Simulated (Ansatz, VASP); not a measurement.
One calculation of BeS, two programs

```
Be S
1.0
     0.00000    2.43515    2.43515
     2.43515    0.00000    2.43515
     2.43515    2.43515    0.00000
Be S
1 1
Direct
  0.00000 0.00000 0.00000
  0.75000 0.75000 0.75000
```

Alike in both runs: task single point; functional PBE; k mesh 4 × 4 × 4; no spin polarisation; Hubbard terms S p U = 6.7 eV.

|  | VASP | Ansatz |
| --- | --- | --- |
| version | VASP 6.6.1 | Ansatz 0.2.0 |
| potentials or method | VASP PAW PBE potentials, release 64 (Be, S), cutoff 600 eV | scalar-relativistic, plane waves, PAW |
| occupations | methfessel-paxton of order 1, width 0.0680285 eV | cold |
| valence electrons in the cell | 8 | 8 |

|  | VASP | Ansatz | Ansatz less VASP |
| --- | --- | --- | --- |
| gap on the k mesh at the Fermi level (eV) | 2.90 | 5.49 | +2.596 |
| least direct gap on the mesh (eV) | 5.45 | 7.85 | +2.390 |
| pressure (GPa) | 2.5 | -1.7 | -4.21 |

The programs project onto different local orbitals, so the same U acts differently, and such runs can settle in different states.

The k mesh is coarse, so the values compare programs but aren't converged.
